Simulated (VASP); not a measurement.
# Si2W (P6_222) in VASP: further runs, part 3 of 3

VASP 6.6.1.

## 5. Single point, revPBE

This run uses another cell than the first one, of 13.74 Å³/atom.

Input file INCAR:

```
SYSTEM = Si2W
PREC     = Accurate       ! precision mode
ENCUT    = 520            ! plane-wave cutoff, eV
EDIFF    = 1E-6           ! SCF threshold, eV
ISMEAR   = -1             ! smearing method
SIGMA    = 0.05           ! smearing width, eV
LREAL    = .FALSE.        ! projectors in reciprocal space
LASPH    = .TRUE.         ! aspherical terms in the spheres
NELM     = 100            ! most SCF steps
ALGO     = Normal         ! electronic algorithm
ISIF     = 2              ! what is computed and relaxed
LWAVE    = .FALSE.        ! write WAVECAR
LCHARG   = .FALSE.        ! write CHGCAR
GGA      = RE             ! functional
NBANDS   = 43             ! bands
```

Input file KPOINTS:

```
regular mesh
0
G
  7 7 4
  0 0 0
```

Input file POSCAR:

```
Si2W
1.0
    4.6288291624      0.0000000000      0.0000000000
   -2.3144145812      4.0086836444      0.0000000000
    0.0000000000      0.0000000000      6.6649564224
W Si
3 6
Direct
    0.5000000000      0.0000000000      0.5000000000
    0.5000000000      0.5000000000      0.8333333333
    0.0000000000      0.5000000000      0.1666666667
    0.3271847686      0.1635923843      0.1666666667
    0.8364076157      0.1635923843      0.8333333333
    0.1635923843      0.3271847686      0.5000000000
    0.6728152314      0.8364076157      0.1666666667
    0.1635923843      0.8364076157      0.8333333333
    0.8364076157      0.6728152314      0.5000000000
```

Potentials or basis: VASP PAW PBE potentials, release 64 (W_sv, Si).

Started as:

```bash
$ cat potpaw_PBE.64/W_sv/POTCAR potpaw_PBE.64/Si/POTCAR > POTCAR
$ mpirun -np 1 vasp_std > vasp.out
```

OUTCAR:

```text
SYSTEM = Si2W
   PREC = Accurate
   ENCUT = 520
   EDIFF = 1E-6
   ISMEAR = -1
   LREAL = .FALSE.
   LASPH = .TRUE.
   NELM = 100
   ISIF = 2
   GGA = RE

 ion  position               nearest neighbor table
   1  0.500  0.000  0.500-   5 2.60   8 2.60   7 2.60   4 2.60   6 2.66   9 2.66   6 2.66   9 2.66
                             6 2.70   9 2.70   2 3.21   2 3.21   3 3.21   3 3.21
   2  0.500  0.500  0.833-   6 2.60   9 2.60   7 2.60   4 2.60   5 2.66   8 2.66   8 2.66   5 2.66
                             8 2.70   5 2.70   1 3.21   1 3.21   3 3.21   3 3.21
   3  0.000  0.500  0.167-   6 2.60   9 2.60   8 2.60   5 2.60   4 2.66   7 2.66   7 2.66   4 2.66
                             7 2.70   4 2.70   1 3.21   1 3.21   2 3.21   2 3.21
[... 1332 lines left out ...]

 VOLUME and BASIS-vectors are now :
 -----------------------------------------------------------------------------
  energy-cutoff  :      520.00
  volume of cell :      123.67
      direct lattice vectors                 reciprocal lattice vectors
     4.628829162  0.000000000  0.000000000     0.216037353  0.124729224  0.000000000
    -2.314414581  4.008683644  0.000000000     0.000000000  0.249458448  0.000000000
     0.000000000  0.000000000  6.664956422     0.000000000  0.000000000  0.150038490

 POSITION                                       TOTAL-FORCE (eV/Angst)
 -----------------------------------------------------------------------------------
      2.31441      0.00000      3.33248         0.000000     -0.000000      0.000000
      1.15721      2.00434      5.55413         0.000000     -0.000000      0.000000
     -1.15721      2.00434      1.11083         0.000000     -0.000000     -0.000000
      1.13586      0.65579      1.11083        -0.003479     -0.002008     -0.000000
      3.49297      0.65579      5.55413         0.003479     -0.002008     -0.000000
      0.00000      1.31158      3.33248         0.000000     -0.004017      0.000000
      1.17855      3.35289      1.11083         0.003479      0.002008     -0.000000
     -1.17855      3.35289      5.55413        -0.003479      0.002008     -0.000000
      2.31441      2.69710      3.33248        -0.000000      0.004017      0.000000
 -----------------------------------------------------------------------------------
    total drift:                               -0.000000     -0.000000      0.000000

  FREE ENERGIE OF THE ION-ELECTRON SYSTEM (eV)
  ---------------------------------------------------
  free  energy   TOTEN  =       -71.0828922859 eV

  energy  without entropy=      -71.0797723605  energy(sigma->0) =      -71.08133232
```

Run time: 3.8 min. Hardware: 1 thread of Intel Xeon 8259CL, shared host; peak memory 0.29 GiB.

Results:

```yaml
Free_energy: -71.0829 eV
Pressure: -0.2 GPa
Largest_force: 0.004 eV/Å
Band_gap_on_the_k_mesh: 0.23 eV (least direct gap 0.68 eV)
```

Forces in eV/Å, atoms in the order of the input:
```
W    0.000  0.000  0.000
W    0.000  0.000  0.000
W    0.000  0.000  0.000
Si  -0.003 -0.002  0.000
Si   0.003 -0.002  0.000
Si   0.000 -0.004  0.000
Si   0.003  0.002  0.000
Si  -0.003  0.002  0.000
Si   0.000  0.004  0.000
```

Caveat: the PAW data sets were made with another functional, which shifts forces and pressure a little; spin-orbit coupling is left out, which moves the levels of the heavy elements; an odd mesh through Γ misses points on the zone boundary, where band edges can lie.

## 6. Relaxation of cell and atoms, revPBE

This run uses another cell than the first one, of 13.65 Å³/atom.

Input file INCAR:

```
SYSTEM = Si2W
PREC     = Accurate       ! precision mode
ENCUT    = 600            ! plane-wave cutoff, eV
EDIFF    = 1E-6           ! SCF threshold, eV
ISMEAR   = -1             ! smearing method
SIGMA    = 0.05           ! smearing width, eV
LREAL    = .FALSE.        ! projectors in reciprocal space
LASPH    = .TRUE.         ! aspherical terms in the spheres
NELM     = 80             ! most SCF steps
ALGO     = Normal         ! electronic algorithm
ISIF     = 3              ! what is computed and relaxed
LWAVE    = .FALSE.        ! write WAVECAR
LCHARG   = .FALSE.        ! write CHGCAR
GGA      = RE             ! functional
IBRION   = 2              ! ionic algorithm
NSW      = 60             ! ionic steps
EDIFFG   = -0.01          ! ionic threshold
```

Input file KPOINTS:

```
Automatic mesh
0
G
  7 7 4
  0 0 0
```

Input file POSCAR:

```
Si2W
1.0
    4.6168523821      0.0000000000      0.0000000000
   -2.3084261911      3.9983114484      0.0000000000
    0.0000000000      0.0000000000      6.6532220000
W Si
3 6
Direct
    0.5000000000      0.0000000000      0.5000000000
    0.5000000000      0.5000000000      0.8333333333
    0.0000000000      0.5000000000      0.1666666667
    0.3272520000      0.1636260000      0.1666666667
    0.8363740000      0.1636260000      0.8333333333
    0.1636260000      0.3272520000      0.5000000000
    0.6727480000      0.8363740000      0.1666666667
    0.1636260000      0.8363740000      0.8333333333
    0.8363740000      0.6727480000      0.5000000000
```

Potentials or basis: VASP PAW PBE potentials, release 64 (W_sv, Si).

Started as:

```bash
$ cat potpaw_PBE.64/W_sv/POTCAR potpaw_PBE.64/Si/POTCAR > POTCAR
$ mpirun -np 1 vasp_std > vasp.out
```

Wall time 10 min (1 thread of Intel Xeon 8259CL, shared host); peak memory 0.36 GiB.

Results (log left out):

```yaml
Free_energy: -71.0843 eV
Relaxed_volume: 13.73 Å³/atom
Relaxed_cell: a = 4.626 Å, b = 4.626 Å, c = 6.666 Å, α = 90.00°, β = 90.00°, γ = 120.00°
Space_group_after_relaxing_to_0.1_Å: P6_222 (No. 180)
Energy_gained_by_relaxing: 0.3 meV/atom
Ionic_steps: 3
Pressure_after_relaxing: 0.0 GPa
Largest_force_after_relaxing: 0.005 eV/Å
Band_gap_on_the_k_mesh: 0.23 eV (least direct gap 0.69 eV)
```

Forces in eV/Å, atoms in the order of the input:
```
W    0.000  0.000  0.000
W    0.000  0.000  0.000
W    0.000  0.000  0.000
Si  -0.004 -0.002  0.000
Si   0.004 -0.002  0.000
Si   0.000 -0.005  0.000
Si   0.004  0.002  0.000
Si  -0.004  0.002  0.000
Si   0.000  0.005  0.000
```

Stress tensor (GPa, compression positive):
```
 0.07  0.00  0.00
 0.00  0.07  0.00
 0.00  0.00 -0.11
```

Step by step:
```
step  energy change (eV)  largest force (eV/Å)  pressure (GPa)  volume (Å³)
   1              0.0000                0.0117            1.35       122.82
   2              0.0060                0.0068           -2.21       124.87
   3             -0.0031                0.0049            0.01       123.57
```

Final structure:
```yaml
crystal:
  lattice:
    - [4.62649, 0.00000, 0.00000]
    - [-2.31324, 4.00666, 0.00000]
    - [0.00000, 0.00000, 6.66598]
  atoms:
    - { symbol: W, position: [0.50000, 0.00000, 0.50000] }
    - { symbol: W, position: [0.50000, 0.50000, 0.83333] }
    - { symbol: W, position: [0.00000, 0.50000, 0.16667] }
    - { symbol: Si, position: [0.32720, 0.16360, 0.16667] }
    - { symbol: Si, position: [0.83640, 0.16360, 0.83333] }
    - { symbol: Si, position: [0.16360, 0.32720, 0.50000] }
    - { symbol: Si, position: [0.67280, 0.83640, 0.16667] }
    - { symbol: Si, position: [0.16360, 0.83640, 0.83333] }
    - { symbol: Si, position: [0.83640, 0.67280, 0.50000] }
```

Levels at points of the mesh, in eV from the valence-band top:
```tsv
k point	band 29	band 30	band 31	band 32	band 33	band 34	band 35	band 36	band 37	band 38
(0.00, 0.00, 0.00)	-3.26	-3.26	-2.93	-2.49	-0.83	2.28	2.28	2.36	2.39	2.67
(0.00, 0.00, 0.50)	-2.64	-2.64	-2.52	-0.62	-0.62	1.84	2.08	2.08	2.32	2.49
```

Caveat: the PAW data sets were made with another functional, which shifts forces and pressure a little; spin-orbit coupling is left out, which moves the levels of the heavy elements; an odd mesh through Γ misses points on the zone boundary, where band edges can lie.

## 7. Overview

```csv
task,level,cell,k mesh,cutoff (eV),gap on the mesh (eV),pressure (GPa)
single point,PBE,"a = 4.525, b = 4.525, c = 6.653 Å, angles 90.0, 90.0, 120.0°, 9 atoms",5 × 5 × 3,520,0.55,9.1
relaxation of the atoms,PBE,"atoms relaxed from a = 4.525, b = 4.525, c = 6.653 Å, angles 90.0, 90.0, 120.0°, 9 atoms",5 × 5 × 3,520,0.54,9.1
single point,BLYP,"a = 4.617, b = 4.617, c = 6.653 Å, angles 90.0, 90.0, 120.0°, 9 atoms",7 × 7 × 4,520,0.20,9.5
single point,revPBE,"a = 4.629, b = 4.629, c = 6.665 Å, angles 90.0, 90.0, 120.0°, 9 atoms",7 × 7 × 4,520,0.23,-0.2
relaxation of cell and atoms,revPBE,"relaxed from a = 4.617, b = 4.617, c = 6.653 Å, angles 90.0, 90.0, 120.0°, 9 atoms",7 × 7 × 4,600,0.23,0.0
```

Alike in all rows: potentials or basis VASP PAW PBE potentials, release 64 (W_sv, Si); no spin polarisation; smearing fermi-dirac 0.05 eV.

Caveats: spin-orbit coupling is left out, which moves the levels of the heavy elements; an odd mesh through Γ misses points on the zone boundary, where band edges can lie; the PAW data sets were made with another functional, which shifts forces and pressure a little (at least some runs); the cell stands under pressure (at least some runs).

Absolute energies hang on the potentials; compare differences alone.
